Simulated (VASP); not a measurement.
The system is ZrN.

```
Zr N
1.0
     0.00000    2.28423    2.28423
     2.28423    0.00000    2.28423
     2.28423    2.28423    0.00000
Zr N
1 1
Direct
  0.00000 0.00000 0.00000
  0.50000 0.50000 0.50000
```

```yaml
Program: VASP 6.6.1
Task: relaxation of cell and atoms
Functional: PBE
Potentials_or_basis: VASP PAW PBE potentials, release 64 (Zr_sv, N)
Cutoff: 600 eV
k_mesh: 6 × 6 × 6
Occupations: gaussian, width 0.1 eV
Spin: no spin polarisation
```

At the start: pressure 4.4 GPa; volume 11.92 Å³/atom.

Task: Where does the relaxation end?

Result: Over 3 steps the energy falls by 2.8 meV/atom and the volume is 12.12 Å³/atom (+1.7 %); space group Fm-3m (No. 225, to 0.05 Å).

The path:
| step | energy change (eV) | largest force (eV/Å) | pressure (GPa) | volume (Å³) |
| --- | --- | --- | --- | --- |
| 1 | 0.0000 | 0.0000 | 4.40 | 23.84 |
| 2 | 0.0112 | 0.0000 | -7.04 | 24.98 |
| 3 | -0.0055 | 0.0000 | -0.03 | 24.25 |

Final structure:
```
Zr N
1.0
     0.00000    2.29728    2.29728
     2.29728    0.00000    2.29728
     2.29728    2.29728    0.00000
Zr N
1 1
Direct
  0.00000 0.00000 0.00000
  0.50000 0.50000 0.50000
```

Caveat: the k points lie up to 0.39 Å⁻¹ apart in the final cell.
